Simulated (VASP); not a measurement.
Here is a VASP 6.6.1 calculation.

INCAR

```
PREC = Accurate
ENCUT = 520
EDIFF = 1E-6
ISMEAR = 0
SIGMA = 0.05
LREAL = False
LASPH = True
NELM = 60
ALGO = Normal
ISIF = 2
LWAVE = False
LCHARG = True
GGA = PE
LELF = True
LVHAR = True
NBANDS = 12
```

KPOINTS

```
Automatic mesh
0
Gamma
  10 10 10
```

The input POSCAR:

```
LiF
1.0
    2.5595330000      0.0000000000      0.0000000000
    0.0000000000      2.5595330000      0.0000000000
    0.0000000000      0.0000000000      2.5595330000
Li F
1 1
Direct
    0.0000000000      0.0000000000      0.0000000000
    0.4859019627      0.4859019627      0.4859019627
```

Potentials or basis: VASP PAW PBE potentials, release 64 (Li_sv, F).

The run is started by

```sh
$ cat potpaw_PBE.64/Li_sv/POTCAR potpaw_PBE.64/F/POTCAR > POTCAR
$ mpirun -np 1 vasp_std > vasp.out
```

Problem. Estimate the band gap on the k mesh.

Solution. 7.51 eV, indirect (least direct gap 8.18 eV).

Problem. Estimate the largest force.

Solution. 0.022 eV/Å.

Forces on the atoms (eV/Å):
```
Li   0.013  0.013  0.013
F   -0.013 -0.013 -0.013
```

Caveat: the cell differs from its parent crystal (all F atoms moved +0.062 Å, as atom 2 towards its neighbour atom 1 (Li) at 2.217 Å). A k mesh can miss the band edges.
